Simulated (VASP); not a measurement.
**K: single point with PBE+D3(BJ)**

The system is K.

```
CELL_PARAMETERS angstrom
4.17881 0.00000 0.00000
0.00000 4.17881 0.00000
0.00000 0.00000 4.17881
ATOMIC_POSITIONS crystal
K 0.00000 0.00000 0.00000
```

This isn't the form of K at room conditions, which is bcc.

```json
{
  "Program": "VASP 6.6.1",
  "Task": "single point",
  "Functional": "PBE",
  "Dispersion": "D3(BJ)",
  "Potentials or basis": "VASP PAW PBE potentials, release 64 (K_sv)",
  "Cutoff": "520 eV",
  "k mesh": "10 × 10 × 10",
  "Occupations": "gaussian, width 0.1 eV",
  "Spin": "no spin polarisation",
  "Dipole correction": "no",
  "Further INCAR settings": "ALGO = Fast; EDIFF = 1e-06; NBANDS = 10"
}
```

- Pressure: 0.0 GPa
- Band gap on the k mesh: zero (an odd number of electrons rules out a gap without spin polarisation)
- Dispersion energy per atom: -0.110 eV

Levels at points of the mesh, in eV from the Fermi level:
| k point | band 1 | band 2 | band 3 | band 4 | band 5 | band 6 | band 7 | band 8 |
| --- | --- | --- | --- | --- | --- | --- | --- | --- |
| (0.00, 0.00, 0.00) | -32.36 | -15.79 | -15.79 | -15.79 | -2.22 | 2.86 | 2.86 | 6.30 |
| (0.50, 0.00, 0.00) | -32.35 | -15.90 | -15.78 | -15.78 | -0.07 | 0.13 | 3.49 | 4.71 |
| (0.50, 0.50, 0.00) | -32.35 | -15.89 | -15.89 | -15.77 | 1.02 | 2.16 | 2.26 | 2.26 |
| (0.50, 0.50, 0.50) | -32.34 | -15.87 | -15.87 | -15.87 | 2.23 | 2.23 | 2.23 | 4.33 |

It took 21 s on 1 thread of Intel(R) Xeon(R) Platinum 8259CL CPU @ 2.50GHz (Skylake/Cascade Lake), on a shared host, peak memory 0.2 GiB.
